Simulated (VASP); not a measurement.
Crystal: TaN.

```
Ta N
1.0
     3.00386    0.04120   -0.01005
     0.07135    4.96125   -0.14139
    -0.01975   -0.16036    5.90794
Ta N
4 4
Cartesian
  -0.0524 1.6204 1.4353
  -0.0305 1.6577 4.3187
  1.5668 4.1048 1.3586
  1.5066 4.0357 4.2784
  1.5504 2.4041 2.9732
  1.6635 2.4119 -0.0470
  3.0734 4.8966 2.7806
  -0.0162 0.0102 -0.0168
```

- Program: VASP 6.6.1
- Task: relaxation of cell and atoms
- Functional: PBE
- Potentials or basis: VASP PAW PBE potentials, release 64 (Ta_pv, N)
- Cutoff: 600 eV
- k mesh: 6 × 4 × 4
- Occupations: gaussian, width 0.1 eV
- Spin: no spin polarisation

At the start: pressure 3.3 GPa; volume 10.99 Å³/atom.

Question: How do energy, volume and symmetry change on relaxing?

Answer: Over 14 steps the energy falls by 156.2 meV/atom and the volume is 10.94 Å³/atom (-0.5 %); space group P1 (No. 1, to 0.1 Å) before, P-6m2 (No. 187, to 0.1 Å).

Step by step:
| step | energy change (eV) | largest force (eV/Å) | pressure (GPa) | volume (Å³) |
| --- | --- | --- | --- | --- |
| 1 | 0.0000 | 4.7786 | 3.32 | 87.96 |
| 2 | -0.5855 | 3.7456 | -7.69 | 90.55 |
| 3 | -1.0467 | 1.8682 | -6.65 | 89.54 |
| 4 | -1.0689 | 0.5873 | 13.00 | 84.57 |
| 5 | -1.2026 | 0.9909 | 2.81 | 86.88 |
| 6 | -1.2243 | 0.6701 | -2.46 | 88.16 |
| 7 | -1.2392 | 0.3142 | -0.53 | 87.65 |
| 8 | -1.2484 | 0.1165 | 0.10 | 87.48 |
| 9 | -1.2485 | 0.1244 | 0.19 | 87.45 |
| 10 | -1.2498 | 0.0523 | -0.16 | 87.55 |
| 11 | -1.2498 | 0.0452 | -0.13 | 87.54 |
| 12 | -1.2499 | 0.0306 | 0.12 | 87.47 |
| 13 | -1.2500 | 0.0167 | 0.08 | 87.49 |
| 14 | -1.2500 | 0.0089 | -0.08 | 87.53 |

Final structure:
```
Ta N
1.0
     2.94793   -0.00029   -0.00013
    -0.00007    5.11626    0.00110
     0.00032   -0.00052    5.80332
Ta N
4 4
Direct
  0.00001 0.33332 0.24998
  0.00006 0.33326 0.75001
  0.50001 0.83330 0.24999
  0.49994 0.83322 0.75001
  0.50007 0.50007 0.50001
  0.50006 0.50007 0.00001
  0.99982 0.00006 0.50001
  0.00002 0.00003 0.99998
```
